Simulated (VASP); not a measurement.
Crystal: SnO2.

```
CELL_PARAMETERS angstrom
-3.24890 3.41447 3.41402
3.24890 -3.41447 3.41402
3.24890 3.41447 -3.41402
ATOMIC_POSITIONS crystal
Sn 0.99640 0.24640 0.75000
Sn 0.00360 0.75360 0.25000
Sn 0.50000 0.50000 0.50000
Sn 0.50000 0.00000 0.00000
O 0.19350 0.19623 0.50272
O 0.69756 0.75406 0.94351
O 0.19350 0.69078 0.99728
O 0.31056 0.75406 0.55649
O 0.68944 0.24594 0.44350
O 0.30244 0.24594 0.05649
O 0.80650 0.30922 0.00272
O 0.80650 0.80377 0.49728
```

```yaml
Program: VASP 6.6.1
Task: relaxation of cell and atoms
Functional: LDA
Potentials_or_basis: VASP PAW LDA potentials, release 64 (Sn_d, O)
Cutoff: 600 eV
k_mesh: 4 × 4 × 4
Occupations: gaussian, width 0.1 eV
Spin: no spin polarisation
```

At the start: pressure -10.8 GPa; volume 12.62 Å³/atom.

Q: How do energy, volume and symmetry change on relaxing?

A: Over 5 steps the energy falls by 25.7 meV/atom and the volume is 11.90 Å³/atom (-5.7 %); space group Imma (No. 74, to 0.1 Å) before, P4_2/mnm (No. 136, to 0.1 Å).

The path:
| step | energy change (eV) | largest force (eV/Å) | pressure (GPa) | volume (Å³) |
| --- | --- | --- | --- | --- |
| 1 | 0.0000 | 0.1277 | -10.84 | 151.49 |
| 2 | 0.2334 | 0.6017 | 18.05 | 133.52 |
| 3 | -0.2991 | 0.1438 | -0.36 | 143.38 |
| 4 | -0.2992 | 0.1496 | -0.13 | 143.22 |
| 5 | -0.3082 | 0.0350 | 0.00 | 142.80 |

Final structure:
```
Sn O
1.0
    -3.19176    3.34442    3.34430
     3.19176   -3.34442    3.34430
     3.19176    3.34442   -3.34430
Sn O
4 8
Direct
  0.99694 0.24694 0.75000
  0.00306 0.75306 0.25000
  0.50000 0.50000 0.50000
  0.50000 0.00000 0.00000
  0.19407 0.19652 0.50245
  0.69783 0.75376 0.94407
  0.19407 0.69162 0.99755
  0.30969 0.75376 0.55593
  0.69031 0.24624 0.44407
  0.30217 0.24624 0.05593
  0.80593 0.30838 0.00245
  0.80593 0.80348 0.49755
```

Caveat: the relaxation stopped at a loose force limit of 0.05 eV/Å, so its end isn't a converged minimum.
